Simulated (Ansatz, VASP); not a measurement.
**Two plane-wave programs on NiHg4**

```
Ni Hg
1.0
    -2.96704    2.96704    2.96704
     2.96704   -2.96704    2.96704
     2.96704    2.96704   -2.96704
Ni Hg
1 4
Direct
  0.00000 0.00000 0.00000
  0.00000 0.00000 0.50000
  0.50000 0.00000 0.00000
  0.50000 0.50000 0.50000
  0.00000 0.50000 0.00000
```

Alike in both runs: functional LDA; k mesh 8 × 8 × 8; occupations gaussian, width 0.1 eV; no spin polarisation.

Ansatz relaxed the structure, and its values are those at the end. VASP's run is a single point on that final structure, the one shown.

|  | VASP | Ansatz |
| --- | --- | --- |
| version | VASP 6.6.1 | Ansatz 0.2.0 |
| potentials or method | VASP PAW LDA potentials, release 64 (Ni_sv_GW, Hg_sv_GW), cutoff 590 eV | scalar-relativistic, plane waves, PAW |
| valence electrons in the cell | 98 | 98 |

|  | VASP | Ansatz | Ansatz less VASP |
| --- | --- | --- | --- |
| gap on the k mesh at the Fermi level (eV) | none | none | - |
| pressure (GPa) | 0.0 | 0.0 | +0.05 |

LDA's correlation is that of Perdew and Zunger in VASP and of Perdew and Wang (1992) in Ansatz. A gap of «none» marks a metal or a gap that the smearing closes.

Neither program's run includes spin-orbit coupling.
